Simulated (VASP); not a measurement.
# Ti (Pm-3m) in VASP: further runs

Runs on Ti. Level: revPBE. Tasks: single point.

Everything below comes from runs of VASP 6.6.1. Logs are shortened: lines on timing, memory, paths and dates and some standing lists are left out, and cuts for length are marked.

## 1. The cell of the first run

It takes space group Pm-3m (No. 221, cubic). Conventional cell: a = 2.557 Å, b = 2.557 Å, c = 2.557 Å, α = 90.00°, β = 90.00°, γ = 90.00°. Ti (site symmetry m-3m) has 6 Ti at 2.56 Å within 3.4 Å.

## 2. Single point, revPBE (volume scaled by 0.88)

Contents of INCAR:

```
PREC = Accurate ; ENCUT = 520
EDIFF = 1E-6 ; ISMEAR = -1
SIGMA = 0.1 ; LREAL = F
LASPH = T ; NELM = 100
ALGO = Normal ; ISIF = 2
LWAVE = F ; LCHARG = F
GGA = RE ; NBANDS = 12
```

Contents of KPOINTS:

```
regular mesh
0
Gamma
  13 13 13
```

Contents of POSCAR:

```
Ti
1.0
    2.5572142247      0.0000000000      0.0000000000
    0.0000000000      2.5572142247      0.0000000000
    0.0000000000      0.0000000000      2.5572142247
Ti
1
Direct
    0.0000000000      0.0000000000      0.0000000000
```

Potentials or basis: VASP PAW PBE potentials, release 64 (Ti_sv).

The run is started by

```sh
$ cat potpaw_PBE.64/Ti_sv/POTCAR > POTCAR
$ mpirun -np 1 vasp_std > vasp.out
```

OUTCAR:

```text
PREC = Accurate
   ENCUT = 520
   EDIFF = 1E-6
   ISMEAR = -1
   LREAL = F
   LASPH = T
   NELM = 100
   ISIF = 2
   GGA = RE

 ion  position               nearest neighbor table
   1  0.000  0.000  0.000-

  LATTYP: Found a simple cubic cell.
 ALAT       =     2.5572142247

  Lattice vectors:

 A1 = (   2.5572142247,   0.0000000000,   0.0000000000)
 A2 = (   0.0000000000,   2.5572142247,   0.0000000000)
 A3 = (   0.0000000000,   0.0000000000,   2.5572142247)

Analysis of symmetry for initial positions (statically):
=====================================================================
 Subroutine PRICEL returns:
 Original cell was already a primitive cell.

 Routine SETGRP: Setting up the symmetry group for a
 simple cubic supercell.

 Subroutine GETGRP returns: Found 48 space group operations
 (whereof 48 operations were pure point group operations)
 out of a pool of 48 trial point group operations.

The static configuration has the point symmetry O_h .

Analysis of symmetry for dynamics (positions and initial velocities):
=====================================================================
 Subroutine PRICEL returns:
 Original cell was already a primitive cell.

 Routine SETGRP: Setting up the symmetry group for a
 simple cubic supercell.

 Subroutine GETGRP returns: Found 48 space group operations
 (whereof 48 operations were pure point group operations)
 out of a pool of 48 trial point group operations.

The dynamic configuration has the point symmetry O_h .

 Subroutine INISYM returns: Found 48 space group operations
 (whereof 48 operations are pure point group operations),
 and found     1 'primitive' translations

----------------------------------------------------------------------------------------

                                     Primitive cell

  volume of cell :      16.7225

  direct lattice vectors                    reciprocal lattice vectors
     2.557214225  0.000000000  0.000000000     0.391050539  0.000000000  0.000000000
     0.000000000  2.557214225  0.000000000     0.000000000  0.391050539  0.000000000
     0.000000000  0.000000000  2.557214225     0.000000000  0.000000000  0.391050539

  length of vectors
     2.557214225  2.557214225  2.557214225     0.391050539  0.391050539  0.391050539

  position of ions in fractional coordinates (direct lattice)
     0.000000000  0.000000000  0.000000000

  ion indices of the primitive-cell ions
   primitive index   ion index
                 1           1

----------------------------------------------------------------------------------------

 KPOINTS: regular mesh

Automatic generation of k-mesh.
 Grid dimensions read from file:
 generate k-points for:   13   13   13

 Generating k-lattice:

  Cartesian coordinates                     Fractional coordinates (reciprocal lattice)
     0.030080811  0.000000000  0.000000000     0.076923077  0.000000000  0.000000000
     0.000000000  0.030080811  0.000000000     0.000000000  0.076923077  0.000000000
     0.000000000  0.000000000  0.030080811     0.000000000  0.000000000  0.076923077

  Length of vectors
     0.030080811  0.030080811  0.030080811

  Shift w.r.t. Gamma in fractional coordinates (k-lattice)
     0.000000000  0.000000000  0.000000000

 Subroutine IBZKPT returns following result:
 ===========================================

 Found     84 irreducible k-points:

 Following reciprocal coordinates:
            Coordinates               Weight
  0.000000  0.000000  0.000000      1.000000
  0.076923  0.000000  0.000000      6.000000
  0.153846  0.000000  0.000000      6.000000
  0.230769  0.000000  0.000000      6.000000
  0.307692  0.000000  0.000000      6.000000
  0.384615  0.000000  0.000000      6.000000
[... 16 lines left out ...]
  0.307692  0.307692  0.000000     12.000000
  0.384615  0.307692  0.000000     24.000000
 [... further k-points ...]
   k-points           NKPTS =     84   k-points in BZ     NKDIM =     84   number of bands    NBANDS=     12
   number of dos      NEDOS =    301   number of ions     NIONS =      1
   total plane-waves  NPLWV =   8000
   dimension x,y,z NGX =    20 NGY =   20 NGZ =   20
   dimension x,y,z NGXF=    40 NGYF=   40 NGZF=   40
   ions per type =               1
   NGX,Y,Z   is equivalent  to a cutoff of  13.00, 13.00, 13.00 a.u.
   NGXF,Y,Z  is equivalent  to a cutoff of  26.00, 26.00, 26.00 a.u.
 SYSTEM =  unknown system
   PREC   = accura    normal or accurate (medium, high low for compatibility)
   ISTART =      0    job   : 0-new  1-cont  2-samecut
   ICHARG =      2    charge: 1-file 2-atom 10-const
   ISPIN  =      1    spin polarized calculation?
   LNONCOLLINEAR =      F non collinear calculations
   LSORBIT =      F    spin-orbit coupling
   LASPH  =      T    aspherical Exc in radial PAW
   ENCUT  =  520.0 eV  38.22 Ry    6.18 a.u.   4.75  4.75  4.75*2*pi/ulx,y,z
   NELM   =    100;   NELMIN=  2; NELMDL= -5     # of ELM steps
   EDIFF  = 0.1E-05   stopping-criterion for ELM
   LREAL  =      F    real-space projection
   EDIFFG = 0.1E-04   stopping-criterion for IOM
   NSW    =      0    number of steps for IOM
   IBRION =     -1    ionic relax: 0-MD 1-quasi-New 2-CG
   NFREE  =      0    steps in history (QN), initial steepest desc. (CG)
   ISIF   =      2    stress and relaxation
   ISYM   =      2    0-nonsym 1-usesym 2-fastsym
   POTIM  = 0.5000    time-step for ionic-motion
   TEBEG  =    0.0;   TEEND  =   0.0 temperature during run
   PSTRESS=    0.0 pullay stress
   NELECT =      12.0000    total number of electrons
   NUPDOWN=      -1.0000    fix difference up-down
   EMIN   =  10.00;   EMAX   =-10.00  energy-range for DOS
   EFERMI =   0.00;   METHOD = LEGACY
   ISMEAR =    -1;   SIGMA  =   0.10  broadening in eV -4-tet -1-fermi 0-gaus
   EFERMI_NEDOS =   21; number of points for ismear=-14 and -15
   IALGO  =     38    algorithm
   IMIX   =      4    mixing-type and parameters
     AMIX     =   0.40;   BMIX     =  1.00
     AMIX_MAG =   1.60;   BMIX_MAG =  1.00
  volume/ion in A,a.u.               =      16.72       112.85
  Fermi-wavevector in a.u.,A,eV,Ry     =   1.465665  2.769706 29.227692  2.148175
  Thomas-Fermi vector in A             =   2.581495
   LORBIT       =      0    0 simple, 1 ext, 2 COOP (PROOUT), +10 PAW based schemes
   GGA     = RE    functional components
   LHFCALC =     F    Hartree Fock is set to
   AEXX    =    0.0000 exact exchange contribution
   IVDW    =     0    specifies the selected vdW correction
   LEPSILON=     F    determine dielectric tensor
   LRPA    =     F    only Hartree local field effects (RPA)
 non-spin polarized calculation
  energy-cutoff  :      520.00
  volume of cell :       16.72
 maximum number of plane-waves:       466
 NGX is ok and might be reduce to    20
   NGX =  9   NGY =  9   NGZ =  9

 number of electron      12.0000010 magnetization

 Free energy of the ion-electron system (eV)
  ---------------------------------------------------
  ext. energy  EPLUGINS =         0.00000000
  ---------------------------------------------------
  free energy    TOTEN  =        -6.63889519 eV

  energy without entropy =       -6.56963022  energy(sigma->0) =       -6.60426271

 E-fermi :   8.6410     XC(G=0): -11.4932

 val. band max:        8.6306659941   @ k =   0.3846   0.0769   0.0000
 cond. band min:       8.6442180561   @ k =   0.2308   0.1538   0.1538
 fundamental gap:      0.0135520620
 Fermi energy:         8.6409933085

 k-point     1 :       0.0000    0.0000    0.0000
  band No.  band energies     occupation
      1     -47.9425      2.00000
      2     -23.5337      2.00000
      3     -23.5337      2.00000
      4     -23.5337      2.00000
      5       2.7010      2.00000
      6       7.1417      2.00000
      7       7.1417      2.00000
      8      12.9754      0.00000
      9      12.9754      0.00000
     10      12.9754      0.00000
     11      25.3914      0.00000
     12      25.3914      0.00000

 k-point     2 :       0.0769    0.0000    0.0000
  band No.  band energies     occupation
      1     -47.9327      2.00000
      2     -23.6020      2.00000
      3     -23.5279      2.00000
      4     -23.5279      2.00000
      5       2.8679      2.00000
      6       7.1838      2.00000
      7       7.2709      2.00000
      8      12.8275      0.00000
      9      12.8275      0.00000
     10      12.9863      0.00000
     11      24.1870      0.00000
     12      25.6607      0.00000

 k-point     3 :       0.1538    0.0000    0.0000
  band No.  band energies     occupation
      1     -47.9054      2.00000
      2     -23.7887      2.00000
      3     -23.5117      2.00000
      4     -23.5117      2.00000
      5       3.3443      2.00000
      6       7.3026      2.00000
      7       7.6309      1.99992
      8      12.4403      0.00000
      9      12.4403      0.00000
     10      13.0166      0.00000
     11      22.0479      0.00000
     12      26.4143      0.00000
[... 286 lines left out ...]
 k-point    23 :       0.3077    0.3077    0.0000
  band No.  band energies     occupation
      1     -47.7115      2.00000
      2     -24.2252      2.00000
      3     -24.1906      2.00000
      4     -23.3986      2.00000
      5       6.1328      2.00000
      6       7.9778      1.99737
      7      10.2880      0.00000
      8      11.1710      0.00000
      9      11.6396      0.00000
     10      11.8350      0.00000
     11      18.7171      0.00000
     12      21.8134      0.00000

 k-point    24 :       0.3846    0.3077    0.0000
  band No.  band energies     occupation
      1     -47.6779      2.00000
      2     -24.4153      2.00000
      3     -24.1765      2.00000
      4     -23.3792      2.00000
      5       6.2509      2.00000
      6       8.0263      1.99573
      7      10.6656      0.00000
      8      11.3813      0.00000
      9      11.8306      0.00000
     10      12.0417      0.00000
     11      17.5287      0.00000
     12      22.1343      0.00000

 [... further k-points ...]
[... 5 lines left out ...]
  --------------------------------------------------------------------------------------
  -------------------------------------------------------------------------------------
  Total        1.1994894      1.1994894      1.1994894      0.0000000     -0.0000000      0.0000000
  in kB      114.9226593    114.9226593    114.9226593      0.0000000     -0.0000000      0.0000000
  external PRESSURE =     114.9226593 kB  Pullay stress =       0.0000000 kB

 VOLUME and BASIS-vectors are now :
 -----------------------------------------------------------------------------
  energy-cutoff  :      520.00
  volume of cell :       16.72
      direct lattice vectors                 reciprocal lattice vectors
     2.557214225  0.000000000  0.000000000     0.391050539  0.000000000  0.000000000
     0.000000000  2.557214225  0.000000000     0.000000000  0.391050539  0.000000000
     0.000000000  0.000000000  2.557214225     0.000000000  0.000000000  0.391050539

 POSITION                                       TOTAL-FORCE (eV/Angst)
 -----------------------------------------------------------------------------------
      0.00000      0.00000      0.00000         0.000000      0.000000      0.000000
 -----------------------------------------------------------------------------------
    total drift:                                0.000000      0.000000      0.000000

  FREE ENERGIE OF THE ION-ELECTRON SYSTEM (eV)
  ---------------------------------------------------
  free  energy   TOTEN  =        -6.6388951925 eV

  energy  without entropy=       -6.5696302230  energy(sigma->0) =       -6.60426271
```

Run time: 9.9 s. Hardware: 1 thread of Intel Xeon Platinum 8375C at 2.90GHz (Ice Lake), shared host; peak memory 0.13 GiB.

What came out:

```yaml
Free_energy: -6.6389 eV
Pressure: 11.5 GPa
Band_gap_on_the_k_mesh: zero (band 6 reaches 9.41 eV, above the bottom of band 7 at 7.14 eV)
```

Levels at points of the mesh, in eV from the Fermi level:
```csv
k point,band 2,band 3,band 4,band 5,band 6,band 7,band 8,band 9,band 10,band 11
"(0.00, 0.00, 0.00)",-32.17,-32.17,-32.17,-5.94,-1.50,-1.50,4.33,4.33,4.33,16.75
```

Caveat: the PAW data sets were made with another functional, which shifts forces and pressure a little.

## 3. Single point, revPBE (volume scaled by 0.96)

Contents of INCAR:

```
SYSTEM = Ti
ALGO = Normal
EDIFF = 1E-6
ENCUT = 520
GGA = RE
ISIF = 2
ISMEAR = -1
LASPH = .True.
LCHARG = .False.
LREAL = .False.
LWAVE = .False.
NBANDS = 12
NELM = 60
PREC = Accurate
SIGMA = 0.1
```

Contents of KPOINTS:

```
k-points
0
Gamma
  13 13 13
  0 0 0
```

Contents of POSCAR:

```
Ti
1.0
    2.6324691994      0.0000000000      0.0000000000
    0.0000000000      2.6324691994      0.0000000000
    0.0000000000      0.0000000000      2.6324691994
Ti
1
Direct
    0.0000000000      0.0000000000      0.0000000000
```

Potentials or basis: VASP PAW PBE potentials, release 64 (Ti_sv).

The run is started by

```sh
$ cat potpaw_PBE.64/Ti_sv/POTCAR > POTCAR
$ mpirun -np 1 vasp_std > vasp.out
```

Wall time 11 s (1 thread of Intel Xeon Platinum 8375C at 2.90GHz (Ice Lake), shared host); peak memory 0.13 GiB.

Results (log left out):

| Quantity | Value |
| --- | --- |
| Free energy | -6.7056 eV |
| Pressure | 3.0 GPa |
| Band gap on the k mesh | zero (band 6 reaches 8.39 eV, above the bottom of band 7 at 6.41 eV) |

Levels at points of the mesh, in eV from the Fermi level:
| k point | band 3 | band 4 | band 5 | band 6 | band 7 | band 8 | band 9 | band 10 |
| --- | --- | --- | --- | --- | --- | --- | --- | --- |
| (0.00, 0.00, 0.00) | -32.39 | -32.39 | -5.75 | -1.30 | -1.30 | 3.95 | 3.95 | 3.95 |

Caveat: the PAW data sets were made with another functional, which shifts forces and pressure a little.

(Continued in part 2 of 2.)
